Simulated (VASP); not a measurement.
Wanted: the native input for a VASP 6.6.1 run.

```
Task                               : single point
Functional                         : PBE-based global hybrid
Potentials or basis                : VASP PAW PBE potentials, release 64 (Li_sv, S, Tl_d)
Cutoff                             : 520 eV
k mesh                             : 4 × 4 × 2
Occupations                        : gaussian, width 0.01 eV
Spin                               : no spin polarisation
Dipole correction                  : no
Grid for exact exchange (PRECFOCK) : Normal
Share of exact exchange            : 0.35
Further INCAR settings             : ALGO = Normal; EDIFF = 1e-06; NBANDS = 22
```

The system is LiTlS2.

```
Li S Tl
1.0
     4.06677    0.00000    0.00000
     0.00000    4.06677    0.00000
     0.00000    0.00000    5.71878
Li S Tl
1 2 1
Cartesian
  0.0000 0.0000 0.0000
  0.0000 2.0334 1.3205
  2.0334 0.0000 4.3983
  2.0334 2.0334 2.8594
```

These files were run (other wordings do the same):

POSCAR

```
LiTlS2
1.0
    4.0667718546      0.0000000000      0.0000000000
    0.0000000000      4.0667718546      0.0000000000
    0.0000000000      0.0000000000      5.7187778110
Li S Tl
1 2 1
Direct
    0.0000000000      0.0000000000      0.0000000000
    0.0000000000      0.5000000000      0.2309016903
    0.5000000000      0.0000000000      0.7690983097
    0.5000000000      0.5000000000      0.5000000000
```

INCAR.step1

```
SYSTEM = LiTlS2
PREC = Accurate ; ENCUT = 520
EDIFF = 1E-5 ; ISMEAR = 0
SIGMA = 0.01 ; LREAL = .False.
LASPH = .True. ; NELM = 80
ALGO = Normal ; ISIF = 2
LWAVE = .True. ; LCHARG = .False.
GGA = PE ; NBANDS = 22
```

INCAR.step2

```
SYSTEM = LiTlS2
PREC = Accurate ; ENCUT = 520
EDIFF = 1E-6 ; ISMEAR = 0
SIGMA = 0.01 ; LREAL = .False.
LASPH = .True. ; NELM = 80
ALGO = Normal ; ISIF = 2
LWAVE = .False. ; LCHARG = .False.
GGA = PE ; LHFCALC = .True.
AEXX = 0.35 ; PRECFOCK = Normal
ISTART = 1 ; NBANDS = 22
```

KPOINTS

```
regular mesh
0
Gamma
  4 4 2
  0 0 0
```

Potentials or basis: VASP PAW PBE potentials, release 64 (Li_sv, S, Tl_d).

Run with:

```sh
$ cat potpaw_PBE.64/Li_sv/POTCAR potpaw_PBE.64/S/POTCAR potpaw_PBE.64/Tl_d/POTCAR > POTCAR
$ cp INCAR.step1 INCAR
$ mpirun -np 1 vasp_std > vasp.out
$ cp INCAR.step2 INCAR
$ mpirun -np 1 vasp_std > vasp.out
```

It gave:

* Largest force: 0.306 eV/Å
* Band gap on the k mesh: 3.18 eV, direct

Caveat: the k points lie up to 0.55 Å⁻¹ apart; the PAW data sets were made with another functional, which shifts forces and pressure a little; spin-orbit coupling is left out, which moves the levels of the heavy elements.

It took 5.9 min on 1 thread of Intel(R) Xeon(R) 6975P-C (Granite Rapids), with other jobs on the host, peak memory 0.23 GiB.
